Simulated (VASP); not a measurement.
# Be (R-3m) in VASP: relaxation of cell and atoms with r2SCAN

Aim: the relaxation of cell and atoms of Be with r2SCAN.

All numbers are computed with VASP 6.6.1; they aren't measurements. Logs are shortened: lines on timing, memory, paths and dates and some standing lists are left out, and cuts for length are marked.

## (1) The cell of the first run

It takes space group R-3m (No. 166, trigonal). The conventional cell has a = 2.262 Å, b = 2.262 Å, c = 5.354 Å, α = 90.00°, β = 90.00°, γ = 120.00°. Within 2.9 Å of Be (site symmetry -3m) lie 12 Be at 2.21 to 2.26 Å.

## (2) Relaxation of cell and atoms, r2SCAN

Contents of POSCAR:

```
Be
1.0
    2.2616420429      0.0000000000      0.0000000000
   -1.1308210215      1.9586394634      0.0000000000
    0.0000000000      0.0000000000      5.3540459052
Be
3
Direct
    0.0000000000      0.0000000000      0.0000000000
    0.3333333333      0.6666666667      0.3333333333
    0.6666666667      0.3333333333      0.6666666667
```

Contents of INCAR.step1:

```
  PREC = Accurate
  ENCUT = 600
  ISMEAR = 0
  SIGMA = 0.1
  LREAL = F
  LASPH = T
  NELM = 100
  GGA = PE
  ALGO = Normal
  EDIFF = 1E-4
  LWAVE = T
  LCHARG = F
```

Contents of INCAR.step2:

```
  PREC = Accurate
  ENCUT = 600
  EDIFF = 1E-6
  ISMEAR = 0
  SIGMA = 0.1
  LREAL = F
  LASPH = T
  NELM = 100
  ALGO = Normal
  ISIF = 3
  LWAVE = F
  LCHARG = F
  METAGGA = R2SCAN
  LMIXTAU = T
  IBRION = 2
  NSW = 65
  EDIFFG = -0.01
  ISTART = 1
```

Contents of KPOINTS:

```
regular mesh
0
Gamma
  21 21 8
```

Potentials or basis: VASP PAW PBE potentials, release 64 (Be).

On the command line:

```bash
cat potpaw_PBE.64/Be/POTCAR > POTCAR
cp INCAR.step1 INCAR
mpirun -np 1 vasp_std > vasp.out
cp INCAR.step2 INCAR
mpirun -np 1 vasp_std > vasp.out
```

OUTCAR:

```text
PREC = Accurate
   ENCUT = 600
   EDIFF = 1E-6
   ISMEAR = 0
   LREAL = F
   LASPH = T
   NELM = 100
   ISIF = 3
   METAGGA = R2SCAN
   IBRION = 2
   NSW = 65
   EDIFFG = -0.01
   ISTART = 1

 ion  position               nearest neighbor table
   1  0.000  0.000  0.000-   2 2.21   3 2.21   3 2.21   2 2.21   3 2.21   2 2.21
   2  0.333  0.667  0.333-   1 2.21   1 2.21   1 2.21   3 2.21   3 2.21   3 2.21
   3  0.667  0.333  0.667-   1 2.21   1 2.21   1 2.21   2 2.21   2 2.21   2 2.21

  LATTYP: Found a hexagonal cell.
 ALAT       =     2.2616420429
 C/A-ratio  =     2.3673268376

  Lattice vectors:

 A1 = (   2.2616420429,   0.0000000000,   0.0000000000)
 A2 = (  -1.1308210215,   1.9586394634,   0.0000000000)
 A3 = (   0.0000000000,   0.0000000000,   5.3540459052)

Analysis of symmetry for initial positions (statically):
=====================================================================
 Subroutine PRICEL returns following result:

  LATTYP: Found a trigonal (rhomboedric) cell.
 ALAT       =     2.2113565910
 COS(alpha) =     0.4770018148

  Lattice vectors:

 A1 = (   1.1308210212,   0.6528798213,  -1.7846819688)
 A2 = (   0.0000000001,  -1.3057596423,  -1.7846819682)
 A3 = (  -1.1308210214,   0.6528798211,  -1.7846819682)

   3 primitive cells build up your supercell.

 Routine SETGRP: Setting up the symmetry group for a
 hexagonal supercell.

 Subroutine GETGRP returns: Found 12 space group operations
 (whereof 12 operations were pure point group operations)
 out of a pool of 24 trial point group operations.

The static configuration has the point symmetry D_3d.

Analysis of symmetry for dynamics (positions and initial velocities):
=====================================================================
 Subroutine PRICEL returns following result:

  LATTYP: Found a trigonal (rhomboedric) cell.
 ALAT       =     2.2113565910
 COS(alpha) =     0.4770018148

  Lattice vectors:

 A1 = (   1.1308210212,   0.6528798213,  -1.7846819688)
 A2 = (   0.0000000001,  -1.3057596423,  -1.7846819682)
 A3 = (  -1.1308210214,   0.6528798211,  -1.7846819682)

   3 primitive cells build up your supercell.

 Routine SETGRP: Setting up the symmetry group for a
 hexagonal supercell.

 Subroutine GETGRP returns: Found 12 space group operations
 (whereof 12 operations were pure point group operations)
 out of a pool of 24 trial point group operations.

The dynamic configuration has the point symmetry D_3d.

 Subroutine INISYM returns: Found 12 space group operations
 (whereof 12 operations are pure point group operations),
 and found     3 'primitive' translations

----------------------------------------------------------------------------------------

                                     Primitive cell

  volume of cell :       7.9057

  direct lattice vectors                    reciprocal lattice vectors
     1.130821021  0.652879821 -1.784681969     0.442156619  0.255279243 -0.186774641
     0.000000000 -1.305759642 -1.784681968    -0.000000000 -0.510558486 -0.186774641
    -1.130821021  0.652879821 -1.784681968    -0.442156620  0.255279243 -0.186774641

  length of vectors
     2.211356591  2.211356591  2.211356591     0.543649459  0.543649459  0.543649459

  position of ions in fractional coordinates (direct lattice)
     0.000000000  0.000000000  0.000000000

  ion indices of the primitive-cell ions
   primitive index   ion index
                 1           1

----------------------------------------------------------------------------------------

 KPOINTS: regular mesh

Automatic generation of k-mesh.
 Grid dimensions read from file:
 generate k-points for:   21   21    8

 Generating k-lattice:

  Cartesian coordinates                     Fractional coordinates (reciprocal lattice)
     0.021055077  0.012156154  0.000000000     0.047619048  0.000000000  0.000000000
     0.000000000  0.024312309  0.000000000     0.000000000  0.047619048  0.000000000
     0.000000000  0.000000000  0.023346830     0.000000000  0.000000000  0.125000000

  Length of vectors
     0.024312309  0.024312309  0.023346830

  Shift w.r.t. Gamma in fractional coordinates (k-lattice)
     0.000000000  0.000000000  0.000000000

 Subroutine IBZKPT returns following result:
 ===========================================

 Found    351 irreducible k-points:

 Following reciprocal coordinates:
            Coordinates               Weight
  0.000000  0.000000  0.000000      1.000000
  0.047619  0.000000  0.000000      6.000000
  0.095238 -0.000000  0.000000      6.000000
  0.142857 -0.000000  0.000000      6.000000
  0.190476 -0.000000  0.000000      6.000000
  0.238095  0.000000  0.000000      6.000000
[... 16 lines left out ...]
  0.142857  0.095238  0.000000     12.000000
  0.190476  0.095238  0.000000     12.000000
 [... further k-points ...]
   k-points           NKPTS =    351   k-points in BZ     NKDIM =    351   number of bands    NBANDS=      7
   number of dos      NEDOS =    301   number of ions     NIONS =      3
   total plane-waves  NPLWV =  15552
   dimension x,y,z NGX =    18 NGY =   18 NGZ =   48
   dimension x,y,z NGXF=    36 NGYF=   36 NGZF=   96
   ions per type =               3
   NGX,Y,Z   is equivalent  to a cutoff of  13.23, 13.23, 14.90 a.u.
   NGXF,Y,Z  is equivalent  to a cutoff of  26.46, 26.46, 29.81 a.u.
 SYSTEM =  unknown system
   PREC   = accura    normal or accurate (medium, high low for compatibility)
   ISTART =      1    job   : 0-new  1-cont  2-samecut
   ICHARG =      0    charge: 1-file 2-atom 10-const
   ISPIN  =      1    spin polarized calculation?
   LNONCOLLINEAR =      F non collinear calculations
   LSORBIT =      F    spin-orbit coupling
   LASPH  =      T    aspherical Exc in radial PAW
   ENCUT  =  600.0 eV  44.10 Ry    6.64 a.u.   4.52  4.52 10.69*2*pi/ulx,y,z
   NELM   =    100;   NELMIN=  2; NELMDL=  0     # of ELM steps
   EDIFF  = 0.1E-05   stopping-criterion for ELM
   LREAL  =      F    real-space projection
   EDIFFG = -.1E-01   stopping-criterion for IOM
   NSW    =     65    number of steps for IOM
   IBRION =      2    ionic relax: 0-MD 1-quasi-New 2-CG
   NFREE  =      1    steps in history (QN), initial steepest desc. (CG)
   ISIF   =      3    stress and relaxation
   ISYM   =      2    0-nonsym 1-usesym 2-fastsym
   POTIM  = 0.5000    time-step for ionic-motion
   TEBEG  =    0.0;   TEEND  =   0.0 temperature during run
   PSTRESS=    0.0 pullay stress
   NELECT =       6.0000    total number of electrons
   NUPDOWN=      -1.0000    fix difference up-down
   EMIN   =  10.00;   EMAX   =-10.00  energy-range for DOS
   EFERMI =   0.00;   METHOD = LEGACY
   ISMEAR =     0;   SIGMA  =   0.10  broadening in eV -4-tet -1-fermi 0-gaus
   EFERMI_NEDOS =   21; number of points for ismear=-14 and -15
   IALGO  =     38    algorithm
   IMIX   =      4    mixing-type and parameters
     AMIX     =   0.40;   BMIX     =  1.00
     AMIX_MAG =   1.60;   BMIX_MAG =  1.00
  volume/ion in A,a.u.               =       7.91        53.35
  Fermi-wavevector in a.u.,A,eV,Ry     =   1.035393  1.956608 14.585963  1.072038
  Thomas-Fermi vector in A             =   2.169734
   LORBIT       =      0    0 simple, 1 ext, 2 COOP (PROOUT), +10 PAW based schemes
   METAGGA = R2SCAN    functional components
   LHFCALC =     F    Hartree Fock is set to
   AEXX    =    0.0000 exact exchange contribution
   IVDW    =     0    specifies the selected vdW correction
   LEPSILON=     F    determine dielectric tensor
   LRPA    =     F    only Hartree local field effects (RPA)
 conjugate gradient relaxation of ions
 non-spin polarized calculation
 Gauss-broadening in eV      SIGMA  =   0.10
  energy-cutoff  :      600.00
  volume of cell :       23.72
 maximum number of plane-waves:       813
 NGX is ok and might be reduce to    18
   NGX =  9   NGY =  9   NGZ = 21

--------------------------------------- Ionic step        1  -------------------------------------------

 number of electron       6.0000000 magnetization

 Free energy of the ion-electron system (eV)
  ---------------------------------------------------
  ext. energy  EPLUGINS =         0.00000000
  ---------------------------------------------------
  free energy    TOTEN  =       -12.74731536 eV

  energy without entropy =      -12.74508253  energy(sigma->0) =      -12.74619895

------------------------ aborting loop because EDIFF is reached ----------------------------------------

  FORCE on cell =-STRESS in cart. coord.  units (eV):
  Direction    XX          YY          ZZ          XY          YZ          ZX
  --------------------------------------------------------------------------------------
  -------------------------------------------------------------------------------------
  Total       -0.5896930     -0.5896930      1.3236296      0.0000000      0.0000000      0.0000000
  in kB      -39.8360328    -39.8360328     89.4162785      0.0000000      0.0000000      0.0000000
  external PRESSURE =       3.2480710 kB  Pullay stress =       0.0000000 kB
[... 170 lines left out ...]
  energy  without entropy=      -12.7660832629  energy(sigma->0) =      -12.76693933

--------------------------------------- Ionic step        6  -------------------------------------------

 number of electron       6.0000000 magnetization

 Free energy of the ion-electron system (eV)
  ---------------------------------------------------
  ext. energy  EPLUGINS =         0.00000000
  ---------------------------------------------------
  free energy    TOTEN  =       -12.76793407 eV

  energy without entropy =      -12.76626423  energy(sigma->0) =      -12.76709915

 E-fermi :   7.6446     XC(G=0): -11.2660

 val. band max:        7.6367385116   @ k =   0.0476   0.0476   0.5000
 cond. band min:       7.6640837048   @ k =   0.0952  -0.0000   0.5000
 fundamental gap:      0.0273451932
 Fermi energy:         7.6445640487

 k-point     1 :       0.0000    0.0000    0.0000
  band No.  band energies     occupation
      1      -5.1096      2.00000
      2      -1.1921      2.00000
      3      -1.1921      2.00000
      4      13.0005      0.00000
      5      13.0005      0.00000
      6      25.9747      0.00000
      7      25.9747      0.00000
[... 221 lines left out ...]
 k-point    24 :       0.1905    0.0952    0.0000
  band No.  band energies     occupation
      1      -3.0856      2.00000
      2       0.9055      2.00000
      3       0.9097      2.00000
      4      13.0176      0.00000
      5      14.0520      0.00000
      6      17.8644      0.00000
      7      18.6094      0.00000

 [... further k-points ...]
[... 5 lines left out ...]
  --------------------------------------------------------------------------------------
  -------------------------------------------------------------------------------------
  Total       -0.0056254     -0.0056254     -0.0126095      0.0000000      0.0000000     -0.0000000
  in kB       -0.3804604     -0.3804604     -0.8528144      0.0000000      0.0000000     -0.0000000
  external PRESSURE =      -0.5379118 kB  Pullay stress =       0.0000000 kB
[... 18 lines left out ...]
  FREE ENERGIE OF THE ION-ELECTRON SYSTEM (eV)
  ---------------------------------------------------
  free  energy   TOTEN  =       -12.7679340736 eV

  energy  without entropy=      -12.7662642263  energy(sigma->0) =      -12.76709915

 reached required accuracy - stopping structural energy minimisation
```

Wall time 5.1 min (1 thread of Intel Xeon 6975P-C (Granite Rapids), shared host); peak memory 0.19 GiB.

Results:

```
Free energy                            : -12.7679 eV
Relaxed volume                         : 7.90 Å³/atom
Relaxed cell                           : a = 2.235 Å, b = 2.235 Å, c = 5.477 Å, α = 90.00°, β = 90.00°, γ = 120.00°
Space group after relaxing (to 0.05 Å) : Fm-3m (No. 225)
Energy gained by relaxing              : 6.9 meV/atom
Ionic steps                            : 6
Pressure after relaxing                : -0.1 GPa
Band gap on the k mesh                 : zero (band 3 reaches 8.52 eV, above the bottom of band 4 at 7.53 eV)
```

Step by step:
| step | energy change (eV) | largest force (eV/Å) | pressure (GPa) | volume (Å³) |
| --- | --- | --- | --- | --- |
| 1 | 0.0000 | 0.0000 | 0.32 | 23.72 |
| 2 | -0.0203 | 0.0000 | -0.45 | 23.76 |
| 3 | -0.0205 | 0.0000 | -0.46 | 23.77 |
| 4 | -0.0204 | 0.0000 | -0.46 | 23.77 |
| 5 | -0.0205 | 0.0000 | -0.46 | 23.77 |
| 6 | -0.0206 | 0.0000 | -0.05 | 23.69 |

Final structure:
```
CELL_PARAMETERS angstrom
2.23476 0.00000 0.00000
-1.11738 1.93536 0.00000
0.00000 0.00000 5.47728
ATOMIC_POSITIONS crystal
Be 0.00000 0.00000 0.00000
Be 0.33333 0.66667 0.33333
Be 0.66667 0.33333 0.66667
```

Levels at points of the mesh, in eV from the Fermi level:
| k point | band 1 | band 2 | band 3 | band 4 | band 5 | band 6 |
| --- | --- | --- | --- | --- | --- | --- |
| (0.00, 0.00, 0.00) | -12.75 | -8.84 | -8.84 | 5.36 | 5.36 | 18.33 |
| (0.00, 0.00, 0.50) | -11.76 | -11.76 | -5.63 | -0.09 | 14.56 | 14.56 |

Caveat: the PAW data sets were made with another functional, which shifts forces and pressure a little.
